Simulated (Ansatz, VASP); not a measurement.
**Two plane-wave programs on KBe7**

```xyz
8
Lattice="2.3592 0.0000 0.0000 0.0000 3.2131 0.0000 0.0000 0.0000 12.0066" Properties=species:S:1:pos:R:3 pbc="T T T"
K     0.0000    0.0000    0.0000
Be    1.1796    1.6066    9.3728
Be    0.0000    0.0000    8.3464
Be    1.1796    1.6066    7.1501
Be    0.0000    0.0000    6.0033
Be    1.1796    1.6066    4.8565
Be    0.0000    0.0000    3.6602
Be    1.1796    1.6066    2.6338
```

Alike in both runs: functional PBE; k mesh 8 × 6 × 2; occupations gaussian, width 0.1 eV; no spin polarisation.

Ansatz relaxed the structure, and its values are those at the end. VASP's run is a single point on that final structure, the one shown.

|  | VASP | Ansatz |
| --- | --- | --- |
| version | VASP 6.6.1 | Ansatz 0.2.0 |
| potentials or method | VASP PAW PBE potentials, release 64 (K_sv, Be), cutoff 520 eV | scalar-relativistic, plane waves, PAW |
| valence electrons in the cell | 23 | 23 |

|  | VASP | Ansatz | Ansatz less VASP |
| --- | --- | --- | --- |
| gap on the k mesh at the Fermi level (eV) | none | none | - |
| pressure (GPa) | 0.5 | 0.1 | -0.32 |
| rms of the force components (eV/Å) | 0.007 | 0.008 | +0.0005 |

A gap of «none» marks a metal or a gap that the smearing closes. With one functional, cell and mesh, what is left measures potentials, basis and numerics.
